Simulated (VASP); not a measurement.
# CoPdO2 (R-3m) in VASP: single point with LDA+U

Aim: the single point of CoPdO2 with LDA+U.

Everything below comes from runs of VASP 6.6.1. Logs are shortened: lines on timing, memory, paths and dates and some standing lists are left out, and cuts for length are marked.

### 1 The cell of the first run

The structure is trigonal, space group R-3m (No. 166). Conventional cell: a = 2.845 Å, b = 2.845 Å, c = 17.880 Å, α = 90.00°, β = 90.00°, γ = 120.00°. Within 2.5 Å of Co (site symmetry -3m) lie 6 O at 1.91 Å. Within 2.7 Å of Pd (site symmetry -3m) lie 2 O at 2.01 Å. Within 2.6 Å of O (site symmetry 3m) lie 3 Co at 1.91 Å and 1 Pd at 2.01 Å and 3 O at 2.55 Å.

### 2 Single point, LDA+U, collinear spin, ferromagnetic start

File INCAR:

```
SYSTEM = CoPdO2
PREC     = Accurate       ! precision mode
ENCUT    = 520            ! plane-wave cutoff, eV
EDIFF    = 1E-6           ! SCF threshold, eV
ISMEAR   = 0              ! smearing method
SIGMA    = 0.05           ! smearing width, eV
LREAL    = .FALSE.        ! projectors in reciprocal space
LASPH    = .TRUE.         ! aspherical terms in the spheres
NELM     = 150            ! most SCF steps
ALGO     = Normal         ! electronic algorithm
ISIF     = 2              ! what is computed and relaxed
LWAVE    = .FALSE.        ! write WAVECAR
LCHARG   = .FALSE.        ! write CHGCAR
ISPIN    = 2              ! spin polarisation
MAGMOM   = 3.22 0.71 0.5 0.5 ! initial moments
LORBIT   = 11             ! projections on sites
NUPDOWN  = 5.0            ! fixed moment
LMAXMIX  = 4              ! l up to which the mixer works
LDAU     = .TRUE.         ! DFT+U
LDAUTYPE = 2            
LDAUL    = 2 2 -1         ! shell
LDAUU    = 5 5 0          ! U, eV
LDAUJ    = 0 0 0        
LDAUPRINT= 1            
NBANDS   = 28             ! bands
```

File KPOINTS:

```
regular mesh
0
G
  8 8 8
  0 0 0
```

File POSCAR:

```
CoPdO2
1.0
    1.4224998100      0.8212806500      5.9600012600
   -1.4224998100      0.8212806500      5.9600012600
    0.0000000000     -1.6425613000      5.9600012600
Co Pd O
1 1 2
Direct
    0.5000000000      0.5000000000      0.5000000000
    0.0000000000      0.0000000000      0.0000000000
    0.1121500000      0.1121500000      0.1121500000
    0.8878500000      0.8878500000      0.8878500000
```

Potentials or basis: VASP PAW LDA potentials, release 64 (Co, Pd, O).

Command:

```bash
$ cat potpaw_LDA.64/Co/POTCAR potpaw_LDA.64/Pd/POTCAR potpaw_LDA.64/O/POTCAR > POTCAR
$ mpirun -np 1 vasp_std > vasp.out
```

OUTCAR:

```text
SYSTEM = CoPdO2
   PREC = Accurate
   ENCUT = 520
   EDIFF = 1E-6
   ISMEAR = 0
   LREAL = .FALSE.
   LASPH = .TRUE.
   NELM = 150
   ISIF = 2
   ISPIN = 2
   LORBIT = 11
   NUPDOWN = 5.0

 ion  position               nearest neighbor table
   1  0.500  0.500  0.500-   3 1.91   3 1.91   4 1.91   4 1.91   3 1.91   4 1.91
   2  0.000  0.000  0.000-   3 2.01   4 2.01
   3  0.112  0.112  0.112-   1 1.91   1 1.91   1 1.91   2 2.01
   4  0.888  0.888  0.888-   1 1.91   1 1.91   1 1.91   2 2.01

  LATTYP: Found a trigonal (rhomboedric) cell.
 ALAT       =     6.1822020862
 COS(alpha) =     0.8941116852

  Lattice vectors:

 A1 = (   1.4224998100,   0.8212806500,   5.9600012600)
 A2 = (  -1.4224998100,   0.8212806500,   5.9600012600)
 A3 = (   0.0000000000,  -1.6425613000,   5.9600012600)

Analysis of symmetry for initial positions (statically):
=====================================================================
 Subroutine PRICEL returns:
 Original cell was already a primitive cell.

 Routine SETGRP: Setting up the symmetry group for a
 trigonal (rhombohedral) supercell.

 Subroutine GETGRP returns: Found 12 space group operations
 (whereof 12 operations were pure point group operations)
 out of a pool of 12 trial point group operations.

The static configuration has the point symmetry D_3d.

Analysis of symmetry for dynamics (positions and initial velocities):
=====================================================================
 Subroutine PRICEL returns:
 Original cell was already a primitive cell.

 Routine SETGRP: Setting up the symmetry group for a
 trigonal (rhombohedral) supercell.

 Subroutine GETGRP returns: Found 12 space group operations
 (whereof 12 operations were pure point group operations)
 out of a pool of 12 trial point group operations.

The dynamic configuration has the point symmetry D_3d.

Analysis of structural, dynamic, and magnetic symmetry:
=====================================================================
 Subroutine PRICEL returns:
 Original cell was already a primitive cell.

 Routine SETGRP: Setting up the symmetry group for a
 trigonal (rhombohedral) supercell.

 Subroutine GETGRP returns: Found 12 space group operations
 (whereof 12 operations were pure point group operations)
 out of a pool of 12 trial point group operations.

The overall configuration has the point symmetry D_3d.

 Subroutine INISYM returns: Found 12 space group operations
 (whereof 12 operations are pure point group operations),
 and found     1 'primitive' translations

----------------------------------------------------------------------------------------

                                     Primitive cell

  volume of cell :      41.7774

  direct lattice vectors                    reciprocal lattice vectors
     1.422499810  0.821280650  5.960001260     0.351493896  0.202935095  0.055928400
    -1.422499810  0.821280650  5.960001260    -0.351493896  0.202935095  0.055928400
     0.000000000 -1.642561300  5.960001260     0.000000000 -0.405870190  0.055928400

  length of vectors
     6.182202086  6.182202086  6.182202087     0.409705501  0.409705501  0.409705500

  position of ions in fractional coordinates (direct lattice)
[... 143 lines left out ...]
 -0.0169  0.0000 -0.0000  0.5267 -0.0000
 -0.0000 -0.0169  0.0000 -0.0000  0.2795

 occupancies and eigenvectors

  o =  0.2783  v =  0.0000  0.0000  0.0000  0.0000  0.0000  0.9977  0.0000 -0.0000  0.0679  0.0000      0.0000  0.0000  0.0000  0.0000  0.0000  0.0000  0.0000  0.0000  0.0000  0.0000
  o =  0.2783  v =  0.0000  0.0000  0.0000  0.0000  0.0000  0.0000 -0.0679  0.0000  0.0000 -0.9977      0.0000  0.0000  0.0000  0.0000  0.0000  0.0000  0.0000  0.0000  0.0000  0.0000
  o =  0.3875  v =  0.0000  0.0000  0.0000  0.0000  0.0000 -0.0000  0.0000  1.0000  0.0000  0.0000      0.0000  0.0000  0.0000  0.0000  0.0000  0.0000  0.0000  0.0000  0.0000  0.0000
  o =  0.5278  v =  0.0000  0.0000  0.0000  0.0000  0.0000  0.0679  0.0000  0.0000 -0.9977 -0.0000      0.0000  0.0000  0.0000  0.0000  0.0000  0.0000  0.0000  0.0000  0.0000  0.0000
  o =  0.5278  v =  0.0000  0.0000  0.0000  0.0000  0.0000  0.0000 -0.9977  0.0000 -0.0000  0.0679      0.0000  0.0000  0.0000  0.0000  0.0000  0.0000  0.0000  0.0000  0.0000  0.0000
  o =  0.9883  v =  0.0000 -0.0000  1.0000 -0.0000 -0.0000  0.0000  0.0000  0.0000  0.0000  0.0000      0.0000  0.0000  0.0000  0.0000  0.0000  0.0000  0.0000  0.0000  0.0000  0.0000
  o =  0.9918  v = -0.7583  0.0000 -0.0000 -0.6519  0.0000  0.0000  0.0000  0.0000  0.0000  0.0000      0.0000  0.0000  0.0000  0.0000  0.0000  0.0000  0.0000  0.0000  0.0000  0.0000
  o =  0.9918  v =  0.0000  0.6519  0.0000  0.0000  0.7583  0.0000  0.0000  0.0000  0.0000  0.0000      0.0000  0.0000  0.0000  0.0000  0.0000  0.0000  0.0000  0.0000  0.0000  0.0000
  o =  1.0985  v = -0.6519  0.0000  0.0000  0.7583 -0.0000  0.0000  0.0000  0.0000  0.0000  0.0000      0.0000  0.0000  0.0000  0.0000  0.0000  0.0000  0.0000  0.0000  0.0000  0.0000
  o =  1.0985  v =  0.0000 -0.7583  0.0000  0.0000  0.6519  0.0000  0.0000  0.0000  0.0000  0.0000      0.0000  0.0000  0.0000  0.0000  0.0000  0.0000  0.0000  0.0000  0.0000  0.0000

atom =   2  type =  2  l = 2

 onsite density matrix

spin component  1

  0.9691  0.0000  0.0000  0.0004  0.0000
  0.0000  0.9932  0.0000  0.0000  0.0004
  0.0000  0.0000  0.9763  0.0000  0.0000
  0.0004  0.0000  0.0000  0.9932  0.0000
  0.0000  0.0004  0.0000  0.0000  0.9691

spin component  2

  0.8998 -0.0000  0.0000 -0.0071  0.0000
 -0.0000  0.9395 -0.0000  0.0000 -0.0071
  0.0000 -0.0000  0.4167  0.0000  0.0000
 -0.0071  0.0000  0.0000  0.9395  0.0000
  0.0000 -0.0071  0.0000  0.0000  0.8998

 occupancies and eigenvectors

  o =  0.4167  v =  0.0000  0.0000  0.0000  0.0000  0.0000  0.0000  0.0000 -1.0000 -0.0000  0.0000      0.0000  0.0000  0.0000  0.0000  0.0000  0.0000  0.0000  0.0000  0.0000  0.0000
  o =  0.8986  v =  0.0000  0.0000  0.0000  0.0000  0.0000 -0.9852 -0.0000  0.0000 -0.1712  0.0000      0.0000  0.0000  0.0000  0.0000  0.0000  0.0000  0.0000  0.0000  0.0000  0.0000
  o =  0.8986  v =  0.0000  0.0000  0.0000  0.0000  0.0000  0.0000 -0.1712 -0.0000 -0.0000 -0.9852      0.0000  0.0000  0.0000  0.0000  0.0000  0.0000  0.0000  0.0000  0.0000  0.0000
  o =  0.9407  v =  0.0000  0.0000  0.0000  0.0000  0.0000  0.1712 -0.0000  0.0000 -0.9852  0.0000      0.0000  0.0000  0.0000  0.0000  0.0000  0.0000  0.0000  0.0000  0.0000  0.0000
  o =  0.9407  v =  0.0000  0.0000  0.0000  0.0000  0.0000  0.0000 -0.9852  0.0000  0.0000  0.1712      0.0000  0.0000  0.0000  0.0000  0.0000  0.0000  0.0000  0.0000  0.0000  0.0000
  o =  0.9691  v =  0.9999  0.0000  0.0000 -0.0155 -0.0000  0.0000  0.0000  0.0000  0.0000  0.0000      0.0000  0.0000  0.0000  0.0000  0.0000  0.0000  0.0000  0.0000  0.0000  0.0000
  o =  0.9691  v =  0.0000 -0.0155 -0.0000 -0.0000  0.9999  0.0000  0.0000  0.0000  0.0000  0.0000      0.0000  0.0000  0.0000  0.0000  0.0000  0.0000  0.0000  0.0000  0.0000  0.0000
  o =  0.9763  v = -0.0000  0.0000 -1.0000  0.0000 -0.0000  0.0000  0.0000  0.0000  0.0000  0.0000      0.0000  0.0000  0.0000  0.0000  0.0000  0.0000  0.0000  0.0000  0.0000  0.0000
  o =  0.9932  v = -0.0155  0.0000 -0.0000 -0.9999  0.0000  0.0000  0.0000  0.0000  0.0000  0.0000      0.0000  0.0000  0.0000  0.0000  0.0000  0.0000  0.0000  0.0000  0.0000  0.0000
  o =  0.9932  v = -0.0000 -0.9999 -0.0000 -0.0000 -0.0155  0.0000  0.0000  0.0000  0.0000  0.0000      0.0000  0.0000  0.0000  0.0000  0.0000  0.0000  0.0000  0.0000  0.0000  0.0000

 number of electron      30.9999999 magnetization       5.0000000

 Free energy of the ion-electron system (eV)
  ---------------------------------------------------
  ext. energy  EPLUGINS =         0.00000000
  ---------------------------------------------------
  free energy    TOTEN  =       -22.17964971 eV

  energy without entropy =      -22.17493794  energy(sigma->0) =      -22.17729382

 E-fermi :   6.3718     XC(G=0): -12.8190

 val. band max:        7.6392546141   @ k =   0.5000   0.5000   0.0000
 cond. band min:       6.3719941091   @ k =  -0.3750   0.3750   0.0000
 fundamental gap:     -1.2672605050
 Fermi energy:         7.9002098482

 spin component 1

 k-point     1 :       0.0000    0.0000    0.0000
  band No.  band energies     occupation
      1     -13.6672      1.00000
      2     -11.5440      1.00000
      3      -2.6240      1.00000
      4      -2.4903      1.00000
      5      -2.4903      1.00000
      6       0.1238      1.00000
[... 1433 lines left out ...]
     26      25.7299      0.00000
     27      26.4789      0.00000

 [... further k-points ...]

 [bands above 27 left out]

------------------------ aborting loop because EDIFF is reached ----------------------------------------

  FORCE on cell =-STRESS in cart. coord.  units (eV):
  Direction    XX          YY          ZZ          XY          YZ          ZX
  --------------------------------------------------------------------------------------
  -------------------------------------------------------------------------------------
  Total        0.4036653      0.4036653      1.5196613      0.0000000      0.0000000      0.0000000
  in kB       15.4806992     15.4806992     58.2795232      0.0000000      0.0000000      0.0000000
  external PRESSURE =      29.7469739 kB  Pullay stress =       0.0000000 kB

 VOLUME and BASIS-vectors are now :
 -----------------------------------------------------------------------------
  energy-cutoff  :      520.00
  volume of cell :       41.78
      direct lattice vectors                 reciprocal lattice vectors
     1.422499810  0.821280650  5.960001260     0.351493896  0.202935095  0.055928400
    -1.422499810  0.821280650  5.960001260    -0.351493896  0.202935095  0.055928400
     0.000000000 -1.642561300  5.960001260     0.000000000 -0.405870190  0.055928400

 POSITION                                       TOTAL-FORCE (eV/Angst)
 -----------------------------------------------------------------------------------
      0.00000      0.00000      8.94000        -0.000000      0.000000      0.000000
      0.00000      0.00000      0.00000         0.000000      0.000000      0.000000
      0.00000      0.00000      2.00524         0.000000      0.000000     -1.290654
      0.00000      0.00000     15.87476         0.000000     -0.000000      1.290654
 -----------------------------------------------------------------------------------
    total drift:                               -0.000000     -0.000000      0.000000

  FREE ENERGIE OF THE ION-ELECTRON SYSTEM (eV)
  ---------------------------------------------------
  free  energy   TOTEN  =       -22.1796497064 eV

  energy  without entropy=      -22.1749379417  energy(sigma->0) =      -22.17729382

 total charge

# of ion       s       p       d       tot
------------------------------------------
    1        0.449   0.697   7.128   8.274
    2        0.420   0.401   8.937   9.757
    3        1.552   3.463   0.000   5.015
    4        1.552   3.463   0.000   5.015
--------------------------------------------------
tot          3.973   8.023  16.065  28.061

 magnetization (x)

# of ion       s       p       d       tot
------------------------------------------
    1        0.011   0.032   3.162   3.205
    2        0.044   0.022   0.802   0.867
    3        0.022   0.435   0.000   0.458
    4        0.022   0.435   0.000   0.458
--------------------------------------------------
tot          0.099   0.925   3.964   4.987
```

Wall time 12 min (1 thread of Intel Xeon Platinum 8124M at 3.00GHz (Skylake/Cascade Lake), shared host); peak memory 0.37 GiB.

Results:

```yaml
Free_energy: -22.1796 eV
Pressure: 3.0 GPa
Largest_force: 1.291 eV/Å
Net_moment: 5.00 μB per cell
Site_moments: Co +3.21; Pd +0.87; O +0.46 μB
Valence_electrons_inside_the_program's_atomic_spheres: Co 8.27; Pd 9.76; O 5.01
```

Forces in eV/Å, atoms in the order of the input:
```
Co   0.000  0.000  0.000
Pd   0.000  0.000  0.000
O    0.000  0.000 -1.291
O    0.000  0.000  1.291
```

Stress tensor (GPa, compression positive):
```
1.55 0.00 0.00
0.00 1.55 0.00
0.00 0.00 5.83
```

Eigenvalues of the final occupation matrices:
| site | spin | trace | eigenvalues |
| --- | --- | --- | --- |
| site 1 d | 1 | 5.17 | 0.99 0.99 0.99 1.10 1.10 |
| site 1 d | 2 | 2.00 | 0.28 0.28 0.39 0.53 0.53 |
| site 2 d | 1 | 4.90 | 0.97 0.97 0.98 0.99 0.99 |
| site 2 d | 2 | 4.10 | 0.42 0.90 0.90 0.94 0.94 |

Caveat: the total moment is fixed, so each spin has its own Fermi level; a cell with one magnetic atom can't hold antiferromagnetic order, which such compounds often take; forces of over 1 eV/Å act on the atoms, so gaps and moduli don't describe the material at rest. The state reached can hang on the start; a lower one may exist.
